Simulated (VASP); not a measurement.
Set up this calculation in VASP 6.6.1, as the native input.

```yaml
Task: relaxation of cell and atoms
Functional: r2SCAN
Potentials_or_basis: VASP PAW PBE potentials, release 64 (Ag)
Cutoff: 600 eV
k_mesh: 24 × 24 × 24
Occupations: fermi-dirac, width 0.08 eV
Spin: no spin polarisation
Target_pressure: 7 GPa
Dipole_correction: no
Further_INCAR_settings: ALGO = Normal; EDIFF = 1e-07; IBRION = 2; EDIFFG = -0.002; NSW = 100; ISIF = 3
```

Ag:

```
Ag
1.0
     0.00000    2.05217    2.05217
     2.05217    0.00000    2.05217
     2.05217    2.05217    0.00000
Ag
1
Direct
  0.00000 0.00000 0.00000
```

These files were run (other wordings do the same):

POSCAR

```
Ag
1.0
    0.0000000000      2.0521673962      2.0521673962
    2.0521673962      0.0000000000      2.0521673962
    2.0521673962      2.0521673962      0.0000000000
Ag
1
Direct
    0.0000000000      0.0000000000      0.0000000000
```

INCAR.step1

```
  PREC = Accurate
  ENCUT = 600
  ISMEAR = -1
  SIGMA = 0.08
  LREAL = F
  LASPH = T
  NELM = 100
  GGA = PE
  ALGO = Normal
  EDIFF = 1E-4
  LWAVE = T
  LCHARG = F
```

INCAR.step2

```
  PREC = Accurate
  ENCUT = 600
  EDIFF = 1E-7
  ISMEAR = -1
  SIGMA = 0.08
  LREAL = F
  LASPH = T
  NELM = 100
  ALGO = Normal
  ISIF = 3
  LWAVE = F
  LCHARG = F
  METAGGA = R2SCAN
  LMIXTAU = T
  IBRION = 2
  NSW = 100
  EDIFFG = -0.002
  PSTRESS = 70.0
  ISTART = 1
```

KPOINTS

```
regular mesh
0
Gamma
  24 24 24
```

Potentials or basis: VASP PAW PBE potentials, release 64 (Ag).

Launch:

```sh
$ cat potpaw_PBE.64/Ag/POTCAR > POTCAR
$ cp INCAR.step1 INCAR
$ mpirun -np 1 vasp_std > vasp.out
$ cp INCAR.step2 INCAR
$ mpirun -np 1 vasp_std > vasp.out
```

Results of the run:

- Relaxed volume: 16.35 Å³/atom
- Relaxed cell: a = 2.849 Å, b = 2.849 Å, c = 2.849 Å, α = 60.00°, β = 60.00°, γ = 60.00°
- Space group after relaxing (to 0.1 Å): Fm-3m (No. 225)
- Energy change on relaxing (the run minimises the enthalpy): +19.5 meV/atom
- Ionic steps: 7
- Pressure after relaxing: 7.0 GPa
- Band gap on the k mesh: zero (an odd number of electrons rules out a gap without spin polarisation)

Caveat: the cell is relaxed towards a set pressure, so the run minimises the enthalpy, not the energy; the PAW data sets were made with another functional, which shifts forces and pressure a little.

Run time: 9.7 min on 1 thread of Intel(R) Xeon(R) Platinum 8488C (Sapphire Rapids), with other jobs on the host, peak memory 0.24 GiB.
